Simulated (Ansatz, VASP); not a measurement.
Al2Cu in VASP and in Ansatz

```
CELL_PARAMETERS angstrom
4.12116 0.00000 0.00000
0.00000 4.12116 0.00000
0.00000 0.00000 2.88473
ATOMIC_POSITIONS crystal
Al 0.50905 0.00391 0.50000
Al 0.88159 0.48277 0.50000
Cu 0.04644 0.00566 0.00000
```

Change from the starting cell: mode 4 frozen in at -0.488 Å and mode 9 at -0.071 Å (largest displacements).

Alike in both runs: task single point; functional PBE; k mesh 10 × 10 × 14; occupations gaussian, width 0.15 eV; no spin polarisation.

|  | VASP | Ansatz |
| --- | --- | --- |
| version | VASP 6.6.1 | Ansatz 0.2.0 |
| potentials or method | VASP PAW PBE potentials, release 64 (Al, Cu), cutoff 520 eV | scalar-relativistic, plane waves, PAW |
| valence electrons in the cell | 17 | 25 |

```tsv
	VASP	Ansatz	Ansatz less VASP
gap on the k mesh at the Fermi level (eV)	none	none	-
pressure (GPa)	4.0	3.7	-0.24
traceless stress, the component that is largest in VASP (GPa)	-3.88	-3.89	-0.009
rms of the force components (eV/Å)	0.659	0.665	+0.0055
```

Atom by atom the forces differ by 0.007 eV/Å (rms over components). A gap of «none» marks a metal or a gap that the smearing closes. VASP's potentials hold 17 valence electrons a cell and Ansatz's 25, so a difference there can come from the potentials and not from the codes.
